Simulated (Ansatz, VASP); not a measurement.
## BeS: VASP beside Ansatz

INCAR

```
SYSTEM = BeS
PREC     = Accurate       ! precision mode
ENCUT    = 600            ! plane-wave cutoff, eV
EDIFF    = 1E-6           ! SCF threshold, eV
ISMEAR   = 0              ! smearing method
SIGMA    = 0.01           ! smearing width, eV
LREAL    = .False.        ! projectors in reciprocal space
LASPH    = .True.         ! aspherical terms in the spheres
NELM     = 120            ! most SCF steps
ALGO     = Normal         ! electronic algorithm
ISIF     = 2              ! what is computed and relaxed
LWAVE    = .False.        ! write WAVECAR
LCHARG   = .True.         ! write CHGCAR
GGA      = CA             ! functional
LELF     = .True.         ! ELF
LVHAR    = .True.       
NBANDS   = 11             ! bands
GGA_COMPAT= .False.
```

Contents of KPOINTS:

```
regular mesh
0
Gamma
  8 8 8
  0 0 0
```

POSCAR

```
BeS
1.0
    0.0000000000      2.3740692694      2.3740692694
    2.3740692694      0.0000000000      2.3740692694
    2.3740692694      2.3740692694      0.0000000000
Be S
1 1
Direct
    0.0000000000      0.0000000000      0.0000000000
    0.2500000000      0.2500000000      0.2500000000
```

Input for Ansatz:

```yaml
crystal:
  lattice:
    - [0.0, 2.3740692694, 2.3740692694]
    - [2.3740692694, 0.0, 2.3740692694]
    - [2.3740692694, 2.3740692694, 0.0]
  atoms:
    - { symbol: Be, position: [0.0, 0.0, 0.0] }
    - { symbol: S, position: [0.25, 0.25, 0.25] }
basis:
  ecutwfc: 420
kpoints:
  mp_grid: { grid: [8, 8, 8] }
  band_path:
    path:
      - [0.0, 0.0, 0.0]
      - [0.0, 0.0, 0.0]
      - [0.5, 0.5, 0.0]
      - [0.5, 0.5, 0.5]
      - [0.0045341383, 0.0045341383, 0.0]
      - [-0.0045341383, -0.0045341383, 0.0]
      - [0.0045341383, 0.0045341383, 0.0]
      - [-0.0045341383, -0.0045341383, 0.0]
    npoints: 1
hamiltonian:
  xc: lda
  pseudopotentials: { kind: paw, azcp: { folder: soft_1 } }
scf:
  occupations: { method: fixed }
  n_extra_bands: 5
output:
  forces: true
  stress: true
  eigenvalues: true
```

Alike in both runs: task single point; functional LDA; k mesh 8 × 8 × 8; no spin polarisation.

```csv
,VASP,Ansatz
version,VASP 6.6.1,Ansatz 0.2.0
potentials or method,"VASP PAW LDA potentials, release 64 (Be, S), cutoff 600 eV","scalar-relativistic, plane waves, PAW"
occupations,"gaussian, width 0.01 eV",fixed
valence electrons in the cell,8,8
```

Ansatz gave:

* gap on the k mesh at the Fermi level (eV): 2.75
* least direct gap on the mesh (eV): 5.48
* pressure (GPa): 3.3

Estimate VASP's values.

gap on the k mesh at the Fermi level (eV): 2.76; least direct gap on the mesh (eV): 5.51; pressure (GPa): 3.3.

Ansatz warns that its potentials were made for another functional, while VASP's fit it. LDA's correlation is that of Perdew and Zunger in VASP and of Perdew and Wang (1992) in Ansatz.
